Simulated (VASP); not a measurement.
Here is a VASP 6.6.1 calculation.

The input INCAR:

```
PREC = Accurate
ENCUT = 520
EDIFF = 1E-6
ISMEAR = -1
SIGMA = 0.1
LREAL = F
LASPH = T
NELM = 80
ALGO = Normal
ISIF = 2
LWAVE = F
LCHARG = T
GGA = PE
LELF = T
LVHAR = T
NBANDS = 17
```

File KPOINTS:

```
Automatic mesh
0
Gamma
  12 12 12
```

The input POSCAR:

```
Ni
1.0
    0.0000000000      2.5820241914      2.5820241914
    2.5820241914      0.0000000000      2.5820241914
    2.5820241914      2.5820241914      0.0000000000
Ni
2
Direct
    0.1250000000      0.1250000000      0.1250000000
    0.8750000000      0.8750000000      0.8750000000
```

Potentials or basis: VASP PAW PBE potentials, release 64 (Ni).

Run with:

```console
$ cat potpaw_PBE.64/Ni/POTCAR > POTCAR
$ mpirun -np 1 vasp_std > vasp.out
```

(1) What does it give for the pressure?

(2) What does it give for the band gap on the k mesh?

Answers

(1) -3.2 GPa.

(2) zero (band 10 reaches 4.21 eV, above the bottom of band 11 at 3.93 eV).

Caveat: the run has no spin polarisation, though such a crystal can be magnetic.
